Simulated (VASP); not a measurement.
# In (I4/mmm) in VASP: notebook, part 2 of 2

VASP 6.6.1. The steps go on from the part before.

## 3. Electric field gradients, PBE (zz strain of -2 %)

Input file INCAR:

```
PREC = Accurate
ENCUT = 400
EDIFF = 1E-8
ISMEAR = -1
SIGMA = 0.05
LREAL = F
LASPH = T
NELM = 120
ALGO = Normal
ISIF = 2
LWAVE = F
LCHARG = F
GGA = PE
LEFG = T
ISYM = 0
NBANDS = 12
GGA_COMPAT = F
```

Input file KPOINTS:

```
regular mesh
0
Gamma
  12 12 14
```

Input file POSCAR:

```
In
1.0
   -1.6261500000      1.6261500000      2.4244710000
    1.6261500000     -1.6261500000      2.4244710000
    1.6261500000      1.6261500000     -2.4244710000
In
1
Direct
    0.0000000000      0.0000000000      0.0000000000
```

Potentials or basis: VASP PAW PBE potentials, release 64 (In_d).

Started as:

```sh
$ cat potpaw_PBE.64/In_d/POTCAR > POTCAR
$ mpirun -np 1 vasp_std > vasp.out
```

OUTCAR:

```text
PREC = Accurate
   ENCUT = 400
   EDIFF = 1E-8
   ISMEAR = -1
   LREAL = F
   LASPH = T
   NELM = 120
   ISIF = 2
   GGA = PE
   ISYM = 0

 ion  position               nearest neighbor table
   1  0.000  0.000  0.000-

IMPORTANT INFORMATION: All symmetrisations will be switched off!
NOSYMM: (Re-)initialisation of all symmetry stuff for point group C_1.

----------------------------------------------------------------------------------------

                                     Primitive cell

  volume of cell :      25.6447

  direct lattice vectors                    reciprocal lattice vectors
    -1.626150000  1.626150000  2.424471000     0.000000000  0.307474710  0.206230555
     1.626150000 -1.626150000  2.424471000     0.307474710  0.000000000  0.206230555
     1.626150000  1.626150000 -2.424471000     0.307474710  0.307474710  0.000000000

  length of vectors
     3.341674322  3.341674322  3.341674322     0.370232007  0.370232007  0.434834905

  position of ions in fractional coordinates (direct lattice)
     0.000000000  0.000000000  0.000000000

  ion indices of the primitive-cell ions
   primitive index   ion index
                 1           1

----------------------------------------------------------------------------------------

 KPOINTS: regular mesh

Automatic generation of k-mesh.
 Grid dimensions read from file:
 generate k-points for:   12   12   14

 Generating k-lattice:

  Cartesian coordinates                     Fractional coordinates (reciprocal lattice)
     0.000000000  0.025622893  0.017185880     0.083333333  0.000000000 -0.000000000
[... 140 lines left out ...]
      3      -6.8776      2.00000
      4      -6.7644      2.00000
      5      -6.6856      2.00000
      6      -1.9308      2.00000
      7      18.4780      0.00000
      8      18.4787      0.00000
      9      18.6152      0.00000
     10      19.3424      0.00000
     11      21.8817      0.00000
     12      21.9664      0.00000
[... 331 lines left out ...]
 k-point    24 :       0.3333    0.1667    0.0000
  band No.  band energies     occupation
      1      -6.9206      2.00000
      2      -6.8805      2.00000
      3      -6.8202      2.00000
      4      -6.6469      2.00000
      5      -6.6287      2.00000
      6       2.0180      2.00000
      7       7.3999      1.99853
      8      12.3434      0.00000
      9      15.4621      0.00000
     10      17.8629      0.00000
     11      21.4297      0.00000
     12      22.7657      0.00000

 [... further k-points ...]
[... 5 lines left out ...]
  --------------------------------------------------------------------------------------
  -------------------------------------------------------------------------------------
  Total        0.4684504      0.4684497      0.4647500     -0.0350574      0.0444022      0.0444021
  in kB       29.2668514     29.2668090     29.0356684     -2.1902424      2.7740637      2.7740592
  external PRESSURE =      29.1897763 kB  Pullay stress =       0.0000000 kB

 VOLUME and BASIS-vectors are now :
 -----------------------------------------------------------------------------
  energy-cutoff  :      400.00
  volume of cell :       25.64
      direct lattice vectors                 reciprocal lattice vectors
    -1.626150000  1.626150000  2.424471000     0.000000000  0.307474710  0.206230555
     1.626150000 -1.626150000  2.424471000     0.307474710  0.000000000  0.206230555
     1.626150000  1.626150000 -2.424471000     0.307474710  0.307474710  0.000000000

 POSITION                                       TOTAL-FORCE (eV/Angst)
 -----------------------------------------------------------------------------------
      0.00000      0.00000      0.00000         0.000000      0.000000     -0.000000
 -----------------------------------------------------------------------------------
    total drift:                                0.000000      0.000000     -0.000000

  FREE ENERGIE OF THE ION-ELECTRON SYSTEM (eV)
  ---------------------------------------------------
  free  energy   TOTEN  =        -2.5433929188 eV

  energy  without entropy=       -2.5388776289  energy(sigma->0) =       -2.54113527

 Electric field gradients (V/A^2)
---------------------------------------------------------------------
 ion       V_xx      V_yy      V_zz      V_xy      V_xz      V_yz
---------------------------------------------------------------------
   1      -7.816    -7.816    15.632     2.103    -2.267    -2.267
---------------------------------------------------------------------

 Electric field gradients after diagonalization (V/A^2)
 (convention: |V_zz| > |V_xx| > |V_yy|)
----------------------------------------------------------------------
 ion       V_xx      V_yy      V_zz     asymmetry (V_yy - V_xx)/ V_zz
----------------------------------------------------------------------
   1      -9.919    -6.185    16.103       0.232
----------------------------------------------------------------------

           NMR quadrupolar parameters

 Cq : quadrupolar parameter    Cq=e*Q*V_zz/h
 eta: asymmetry parameters     (V_yy - V_xx)/ V_zz
 Q  : nuclear electric quadrupole moment in mb (millibarn)
----------------------------------------------------------------------
 ion       Cq(MHz)       eta       Q (mb)
----------------------------------------------------------------------
   1       0.039       0.232       1.000
----------------------------------------------------------------------
```

stdout:

```text
POSCAR found type information on POSCAR In
 POSCAR found :  1 types and       1 ions
 scaLAPACK will be used
 LDA part: xc-table for (Slater+PW92), standard interpolation
 -----------------------------------------------------------------------------
[... 27 lines left out ...]
     0.0001071    -0.0067384     0.0148653     0.1659330     0.0148642     0.0000002
     0.0001475    -0.0067384     0.0148653     0.1659330     0.0148642     0.0000002

     0.0000565    -1.9313900     2.0866387   -12.4880555     2.0866512    -0.0000075
     0.0000778    -1.9312302     2.0864782   -12.4866514     2.0864906    -0.0000075
     0.0001071    -1.9309767     2.0862245   -12.4844012     2.0862369    -0.0000075
     0.0001475    -1.9305764     2.0858254   -12.4808093     2.0858378    -0.0000075
```

Run time: 4.8 min. Hardware: 1 thread of Oxide Virtual Turin-like, shared host; peak memory 0.28 GiB.

What came out:

```yaml
Free_energy: -2.5434 eV
Pressure: 2.9 GPa
Band_gap_on_the_k_mesh: zero (an odd number of electrons rules out a gap without spin polarisation)
Largest_electric_field_gradient_by_atom: In +16.1 V/Å²
```

Electric field gradients, principal values (V/Å²):
```csv
atom,least,middle,greatest (by size)
1 In,-6.185,-9.919,16.103
```

Caveat: the cell differs from its parent crystal (zz strain of -2 %); without QUAD_EFG the Cq values of the log hold for a quadrupole moment of 1 mb, not for the nuclei; spin-orbit coupling is left out, which moves the levels of the heavy elements.
